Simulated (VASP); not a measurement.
# HfN (P-1) in VASP: single point with PBE

Aim: the single point of HfN with PBE.

All numbers are computed with VASP 6.6.1; they aren't measurements. Logs are shortened: lines on timing, memory, paths and dates and some standing lists are left out, and cuts for length are marked.

**1. The cell of the first run**

The typed cell holds 4 atoms: a = 3.130 Å, b = 3.122 Å, c = 5.511 Å, α = 90.36°, β = 91.71°, γ = 120.11°.

**2. Single point, PBE**

File INCAR:

```
SYSTEM = HfN
PREC = Accurate ; ENCUT = 600
EDIFF = 1E-6 ; ISMEAR = 0
SIGMA = 0.1 ; LREAL = .False.
LASPH = .True. ; NELM = 120
ALGO = Normal ; ISIF = 2
LWAVE = .False. ; LCHARG = .True.
GGA = PE ; LELF = .True.
LVHAR = .True. ; NBANDS = 23
GGA_COMPAT = .False.
```

File KPOINTS:

```
regular mesh
0
Gamma
  3 3 1
  0 0 0
```

File POSCAR:

```
HfN
1.0
    3.1294115959     -0.0009794440     -0.0472353042
   -1.5655540214      2.7007540463     -0.0098392955
   -0.0816433249     -0.0667743473      5.5104291750
Hf N
2 2
Direct
    0.6666666667      0.3333333333      0.7500000000
    0.3333333333      0.6666666667      0.2500000000
    0.0000000000      0.0000000000      0.0000000000
    0.0000000000      0.0000000000      0.5000000000
```

Potentials or basis: VASP PAW PBE potentials, release 64 (Hf_pv, N).

Run with:

```
$ cat potpaw_PBE.64/Hf_pv/POTCAR potpaw_PBE.64/N/POTCAR > POTCAR
$ mpirun -np 1 vasp_std > vasp.out
```

OUTCAR:

```text
SYSTEM = HfN
   PREC = Accurate
   ENCUT = 600
   EDIFF = 1E-6
   ISMEAR = 0
   LREAL = .False.
   LASPH = .True.
   NELM = 120
   ISIF = 2
   GGA = PE

 ion  position               nearest neighbor table
   1  0.667  0.333  0.750-   4 2.23   3 2.24   3 2.26   4 2.29   4 2.29   3 2.31   2 3.24   2 3.25
                             2 3.27   2 3.32   2 3.33   2 3.35
   2  0.333  0.667  0.250-   4 2.23   3 2.24   3 2.26   4 2.29   4 2.29   3 2.31   1 3.24   1 3.25
                             1 3.27   1 3.32   1 3.33   1 3.35
   3  0.000  0.000  0.000-   2 2.24   1 2.24   2 2.26   1 2.26   1 2.31   2 2.31
   4  0.000  0.000  0.500-   1 2.23   2 2.23   2 2.29   1 2.29   1 2.29   2 2.29

  LATTYP: Found a triclinic cell.
 ALAT       =     3.1205273475
 B/A-ratio  =     2.5227538357
 C/A-ratio  =     1.0003818296
 COS(alpha) =     0.0019932573
 COS(beta)  =     0.4972263466
 COS(gamma) =     0.6209510030

  Lattice vectors:

 A1 = (   1.5638575745,   2.6997746023,  -0.0570745997)
 A2 = (   4.7749124953,   2.7655695056,  -5.6147390789)
 A3 = (  -1.5655540214,   2.7007540463,  -0.0098392955)

Analysis of symmetry for initial positions (statically):
=====================================================================
 Subroutine PRICEL returns:
 Original cell was already a primitive cell.

 Routine SETGRP: Setting up the symmetry group for a
 triclinic supercell.

 Subroutine GETGRP returns: Found  2 space group operations
 (whereof  2 operations were pure point group operations)
 out of a pool of  2 trial point group operations.

The static configuration has the point symmetry S_2 .

Analysis of symmetry for dynamics (positions and initial velocities):
=====================================================================
 Subroutine PRICEL returns:
 Original cell was already a primitive cell.

 Routine SETGRP: Setting up the symmetry group for a
 triclinic supercell.

 Subroutine GETGRP returns: Found  2 space group operations
 (whereof  2 operations were pure point group operations)
 out of a pool of  2 trial point group operations.

The dynamic configuration has the point symmetry S_2 .

 Subroutine INISYM returns: Found  2 space group operations
 (whereof  2 operations are pure point group operations),
 and found     1 'primitive' translations

----------------------------------------------------------------------------------------

                                     Primitive cell

  volume of cell :      46.5470

  direct lattice vectors                    reciprocal lattice vectors
     3.129411596 -0.000979444 -0.047235304     0.319712303  0.185354009  0.006982989
    -1.565554021  2.700754046 -0.009839295     0.000183712  0.370389818  0.004491036
    -0.081643325 -0.066774347  5.510429175     0.002740896  0.002250211  0.181541945

  length of vectors
     3.129768213  3.121718857  5.511438482     0.369622547  0.370417090  0.181576579

  position of ions in fractional coordinates (direct lattice)
     0.666666667  0.333333333  0.750000000
     0.333333333  0.666666667  0.250000000
     0.000000000  0.000000000  0.000000000
     0.000000000  0.000000000  0.500000000

  ion indices of the primitive-cell ions
   primitive index   ion index
                 1           1
                 2           2
                 3           3
                 4           4

----------------------------------------------------------------------------------------

 KPOINTS: regular mesh

Automatic generation of k-mesh.
 Grid dimensions read from file:
 generate k-points for:    3    3    1

 Generating k-lattice:

  Cartesian coordinates                     Fractional coordinates (reciprocal lattice)
     0.106570768  0.061784670  0.002327663     0.333333333 -0.000000000  0.000000000
     0.000061237  0.123463273  0.001497012    -0.000000000  0.333333333  0.000000000
     0.002740896  0.002250211  0.181541945     0.000000000 -0.000000000  1.000000000

  Length of vectors
     0.123207516  0.123472363  0.181576579

  Shift w.r.t. Gamma in fractional coordinates (k-lattice)
     0.000000000  0.000000000  0.000000000

 Subroutine IBZKPT returns following result:
 ===========================================

 Found      5 irreducible k-points:

 Following reciprocal coordinates:
            Coordinates               Weight
  0.000000  0.000000  0.000000      1.000000
  0.333333 -0.000000  0.000000      2.000000
  0.000000  0.333333  0.000000      2.000000
  0.333333  0.333333  0.000000      2.000000
 -0.333333  0.333333 -0.000000      2.000000
   k-points           NKPTS =      5   k-points in BZ     NKDIM =      5   number of bands    NBANDS=     23
   number of dos      NEDOS =    301   number of ions     NIONS =      4
   total plane-waves  NPLWV =  37632
   dimension x,y,z NGX =    28 NGY =   28 NGZ =   48
   dimension x,y,z NGXF=    56 NGYF=   56 NGZF=   96
   ions per type =               2   2
   NGX,Y,Z   is equivalent  to a cutoff of  14.87, 14.91, 14.48 a.u.
   NGXF,Y,Z  is equivalent  to a cutoff of  29.75, 29.82, 28.96 a.u.
 SYSTEM =  HfN
   PREC   = accura    normal or accurate (medium, high low for compatibility)
   ISTART =      0    job   : 0-new  1-cont  2-samecut
   ICHARG =      2    charge: 1-file 2-atom 10-const
   ISPIN  =      1    spin polarized calculation?
   LNONCOLLINEAR =      F non collinear calculations
   LSORBIT =      F    spin-orbit coupling
   LASPH  =      T    aspherical Exc in radial PAW
   ENCUT  =  600.0 eV  44.10 Ry    6.64 a.u.   6.25  6.23 11.01*2*pi/ulx,y,z
   NELM   =    120;   NELMIN=  2; NELMDL= -5     # of ELM steps
   EDIFF  = 0.1E-05   stopping-criterion for ELM
   LREAL  =      F    real-space projection
   EDIFFG = 0.1E-04   stopping-criterion for IOM
   NSW    =      0    number of steps for IOM
   IBRION =     -1    ionic relax: 0-MD 1-quasi-New 2-CG
   NFREE  =      0    steps in history (QN), initial steepest desc. (CG)
   ISIF   =      2    stress and relaxation
   ISYM   =      2    0-nonsym 1-usesym 2-fastsym
   POTIM  = 0.5000    time-step for ionic-motion
   TEBEG  =    0.0;   TEEND  =   0.0 temperature during run
   PSTRESS=    0.0 pullay stress
   NELECT =      30.0000    total number of electrons
   NUPDOWN=      -1.0000    fix difference up-down
   EMIN   =  10.00;   EMAX   =-10.00  energy-range for DOS
   EFERMI =   0.00;   METHOD = LEGACY
   ISMEAR =     0;   SIGMA  =   0.10  broadening in eV -4-tet -1-fermi 0-gaus
   EFERMI_NEDOS =   21; number of points for ismear=-14 and -15
   IALGO  =     38    algorithm
   IMIX   =      4    mixing-type and parameters
     AMIX     =   0.40;   BMIX     =  1.00
     AMIX_MAG =   1.60;   BMIX_MAG =  1.00
  volume/ion in A,a.u.               =      11.64        78.53
  Fermi-wavevector in a.u.,A,eV,Ry     =   1.414115  2.672289 27.207843  1.999720
  Thomas-Fermi vector in A             =   2.535690
   LORBIT       =      0    0 simple, 1 ext, 2 COOP (PROOUT), +10 PAW based schemes
   GGA     = PE    functional components
   LHFCALC =     F    Hartree Fock is set to
   AEXX    =    0.0000 exact exchange contribution
   IVDW    =     0    specifies the selected vdW correction
   LEPSILON=     F    determine dielectric tensor
   LRPA    =     F    only Hartree local field effects (RPA)
 non-spin polarized calculation
 Gauss-broadening in eV      SIGMA  =   0.10
  energy-cutoff  :      600.00
  volume of cell :       46.55
 maximum number of plane-waves:      1563
 NGX is ok and might be reduce to    28
   NGX = 13   NGY = 13   NGZ = 21

 number of electron      30.0000000 magnetization

 Free energy of the ion-electron system (eV)
  ---------------------------------------------------
  ext. energy  EPLUGINS =         0.00000000
  ---------------------------------------------------
  free energy    TOTEN  =       -42.90008996 eV

  energy without entropy =      -42.87512050  energy(sigma->0) =      -42.88760523

 E-fermi :   8.0358     XC(G=0): -12.6703

 val. band max:        8.0292828242   @ k =   0.3333   0.3333   0.0000
 cond. band min:       8.0422780001   @ k =   0.3333   0.3333   0.0000
 fundamental gap:      0.0129951759
 Fermi energy:         8.0357804121

 k-point     1 :       0.0000    0.0000    0.0000
  band No.  band energies     occupation
      1     -23.8742      2.00000
      2     -23.0875      2.00000
      3     -23.0043      2.00000
      4     -23.0021      2.00000
      5     -22.9514      2.00000
      6     -22.9504      2.00000
      7      -9.0443      2.00000
      8      -6.2079      2.00000
      9      -0.6297      2.00000
     10       3.3695      2.00000
     11       3.4067      2.00000
     12       4.5313      2.00000
     13       4.5433      2.00000
     14       6.1681      2.00000
     15       6.9932      2.00000
     16       8.4877      0.00000
     17       8.5589      0.00000
     18       8.9652      0.00000
     19       9.8508      0.00000
     20       9.9341      0.00000
     21       9.9406      0.00000
     22      13.2226      0.00000
     23      13.2676      0.00000

 k-point     2 :       0.3333   -0.0000    0.0000
  band No.  band energies     occupation
      1     -23.6746      2.00000
      2     -23.5721      2.00000
      3     -23.5318      2.00000
      4     -23.1785      2.00000
      5     -23.1303      2.00000
      6     -23.0457      2.00000
      7      -7.5396      2.00000
      8      -6.8506      2.00000
      9       0.2927      2.00000
     10       1.8279      2.00000
     11       2.5366      2.00000
     12       2.9883      2.00000
     13       4.4998      2.00000
     14       5.3431      2.00000
     15       5.4859      2.00000
     16       9.4925      0.00000
     17      10.8615      0.00000
     18      11.2907      0.00000
     19      11.6372      0.00000
     20      12.0468      0.00000
     21      13.2246      0.00000
     22      13.4508      0.00000
     23      13.9892      0.00000

 k-point     3 :       0.0000    0.3333    0.0000
  band No.  band energies     occupation
      1     -23.6778      2.00000
      2     -23.5694      2.00000
      3     -23.5369      2.00000
      4     -23.1830      2.00000
      5     -23.1331      2.00000
      6     -23.0464      2.00000
      7      -7.5360      2.00000
      8      -6.8463      2.00000
      9       0.3007      2.00000
     10       1.8325      2.00000
     11       2.5275      2.00000
     12       2.9671      2.00000
     13       4.4822      2.00000
     14       5.3598      2.00000
     15       5.5011      2.00000
     16       9.5053      0.00000
     17      10.8938      0.00000
     18      11.1788      0.00000
     19      11.6869      0.00000
     20      11.9543      0.00000
     21      13.2667      0.00000
     22      13.3834      0.00000
     23      14.1025      0.00000

 k-point     4 :       0.3333    0.3333    0.0000
  band No.  band energies     occupation
      1     -23.7273      2.00000
      2     -23.5054      2.00000
      3     -23.5035      2.00000
      4     -23.4623      2.00000
      5     -23.2826      2.00000
      6     -23.2760      2.00000
      7      -7.1339      2.00000
      8      -6.7629      2.00000
      9       1.9747      2.00000
     10       1.9832      2.00000
     11       1.9984      2.00000
     12       2.1380      2.00000
     13       2.1745      2.00000
     14       4.5360      2.00000
     15       8.0293      1.07321
     16       8.0423      0.92679
     17      11.9453      0.00000
     18      11.9875      0.00000
     19      12.0427      0.00000
     20      12.7663      0.00000
     21      13.9314      0.00000
     22      13.9477      0.00000
     23      15.6627      0.00000

 k-point     5 :      -0.3333    0.3333   -0.0000
  band No.  band energies     occupation
      1     -23.6722      2.00000
      2     -23.5712      2.00000
      3     -23.5323      2.00000
      4     -23.1786      2.00000
      5     -23.1353      2.00000
      6     -23.0419      2.00000
      7      -7.5436      2.00000
      8      -6.8464      2.00000
      9       0.2928      2.00000
     10       1.8224      2.00000
     11       2.5327      2.00000
     12       3.0004      2.00000
     13       4.5045      2.00000
     14       5.3494      2.00000
     15       5.4986      2.00000
     16       9.4823      0.00000
     17      10.9254      0.00000
     18      11.1546      0.00000
     19      11.7356      0.00000
     20      11.9240      0.00000
     21      13.3086      0.00000
     22      13.3674      0.00000
     23      14.1285      0.00000

------------------------ aborting loop because EDIFF is reached ----------------------------------------

  FORCE on cell =-STRESS in cart. coord.  units (eV):
  Direction    XX          YY          ZZ          XY          YZ          ZX
  --------------------------------------------------------------------------------------
  -------------------------------------------------------------------------------------
  Total        0.0789735      0.4210855      1.8883012      0.0508206      0.8304718      1.0105444
  in kB        2.7183154     14.4940220     64.9964917      1.7492755     28.5853529     34.7835618
  external PRESSURE =      27.4029430 kB  Pullay stress =       0.0000000 kB

 VOLUME and BASIS-vectors are now :
 -----------------------------------------------------------------------------
  energy-cutoff  :      600.00
  volume of cell :       46.55
      direct lattice vectors                 reciprocal lattice vectors
     3.129411596 -0.000979444 -0.047235304     0.319712303  0.185354009  0.006982989
    -1.565554021  2.700754046 -0.009839295     0.000183712  0.370389818  0.004491036
    -0.081643325 -0.066774347  5.510429175     0.002740896  0.002250211  0.181541945

 POSITION                                       TOTAL-FORCE (eV/Angst)
 -----------------------------------------------------------------------------------
      1.50319      0.84952      4.09805         0.050979     -0.018507     -0.000678
     -0.02098      1.78348      1.35530        -0.050979      0.018507      0.000678
      0.00000      0.00000      0.00000         0.000000      0.000000     -0.000000
     -0.04082     -0.03339      2.75521         0.000000     -0.000000     -0.000000
 -----------------------------------------------------------------------------------
    total drift:                                0.000000     -0.000000     -0.000000

  FREE ENERGIE OF THE ION-ELECTRON SYSTEM (eV)
  ---------------------------------------------------
  free  energy   TOTEN  =       -42.9000899550 eV

  energy  without entropy=      -42.8751205029  energy(sigma->0) =      -42.88760523
```

It took 16 s on 1 thread of Intel Xeon 6975P-C, shared host; peak memory 0.18 GiB.

What came out:

```
Free energy            : -42.9001 eV
Pressure               : 2.7 GPa
Largest force          : 0.054 eV/Å
Band gap on the k mesh : 0.01 eV, direct
```

Forces on the atoms (eV/Å):
```
Hf   0.051 -0.019 -0.001
Hf  -0.051  0.019  0.001
N    0.000  0.000  0.000
N    0.000  0.000  0.000
```

Caveat: the k points lie up to 1.14 Å⁻¹ apart; spin-orbit coupling is left out, which moves the levels of the heavy elements. A k mesh can miss the band edges.
